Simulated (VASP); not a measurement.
Here is a VASP 6.6.1 calculation.

Contents of POSCAR:

```
MgS
1.0
    0.0000000000      2.8025680728      2.8696357606
    2.8025680728      0.0000000000      2.8696357606
    2.8025680728      2.8025680728      0.0000000000
Mg S
1 1
Direct
    0.0000000000      0.0000000000      0.0000000000
    0.2500000000      0.2500000000      0.2500000000
```

The input INCAR.step1:

```
SYSTEM = MgS
PREC = Accurate
ENCUT = 520
EDIFF = 1E-5
ISMEAR = 0
SIGMA = 0.01
LREAL = .FALSE.
LASPH = .TRUE.
NELM = 60
ALGO = Normal
ISIF = 2
LWAVE = .TRUE.
LCHARG = .FALSE.
NBANDS = 11
GGA = PE
```

Contents of INCAR.step2:

```
SYSTEM = MgS
PREC = Accurate
ENCUT = 520
EDIFF = 1E-7
ISMEAR = 0
SIGMA = 0.01
LREAL = .FALSE.
LASPH = .TRUE.
NELM = 60
ALGO = Normal
ISIF = 2
LWAVE = .FALSE.
LCHARG = .FALSE.
GGA = PE
LHFCALC = .TRUE.
HFSCREEN = 0.2079
PRECFOCK = Normal
NBANDS = 11
ISTART = 1
```

Contents of KPOINTS:

```
regular mesh
0
G
  6 6 6
  0 0 0
```

Potentials or basis: VASP PAW PBE potentials, release 64 (Mg, S).

Launch:

```sh
$ cat potpaw_PBE.64/Mg/POTCAR potpaw_PBE.64/S/POTCAR > POTCAR
$ cp INCAR.step1 INCAR
$ mpirun -np 1 vasp_std > vasp.out
$ cp INCAR.step2 INCAR
$ mpirun -np 1 vasp_std > vasp.out
```

Predict the band gap on the k mesh.

4.52 eV, direct.

Predict the pressure.

0.2 GPa.

Stress tensor (GPa, compression positive):
```
 0.44  0.00  0.00
 0.00  0.44  0.00
 0.00  0.00 -0.15
```

Caveat: the cell differs from its parent crystal (epitaxial xy strain -1.0%); the PAW data sets were made with another functional, which shifts forces and pressure a little. A k mesh can miss the band edges.
